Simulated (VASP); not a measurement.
Input of a VASP 6.6.1 run:

INCAR

```
SYSTEM = InPd
ALGO = Normal
EDIFF = 1E-6
ENCUT = 520
GGA = CA
ISIF = 2
ISMEAR = -1
LASPH = .TRUE.
LCHARG = .FALSE.
LREAL = .FALSE.
LWAVE = .FALSE.
NBANDS = 18
NELM = 80
PREC = Accurate
SIGMA = 0.05
```

KPOINTS

```
k-points
0
G
  8 8 8
  0 0 0
```

Contents of POSCAR:

```
InPd
1.0
    3.2050928798      0.0000000000      0.0000000000
    0.0000000000      3.2050928798      0.0000000000
    0.0000000000      0.0000000000      3.2050928798
In Pd
1 1
Direct
    0.0000000000      0.0000000000      0.0000000000
    0.5000000000      0.5000000000      0.5000000000
```

Potentials or basis: VASP PAW LDA potentials, release 64 (In_d, Pd).

The run is started by

```bash
$ cat potpaw_LDA.64/In_d/POTCAR potpaw_LDA.64/Pd/POTCAR > POTCAR
$ mpirun -np 1 vasp_std > vasp.out
```

Task: Estimate the pressure.

Result: 1.9 GPa.
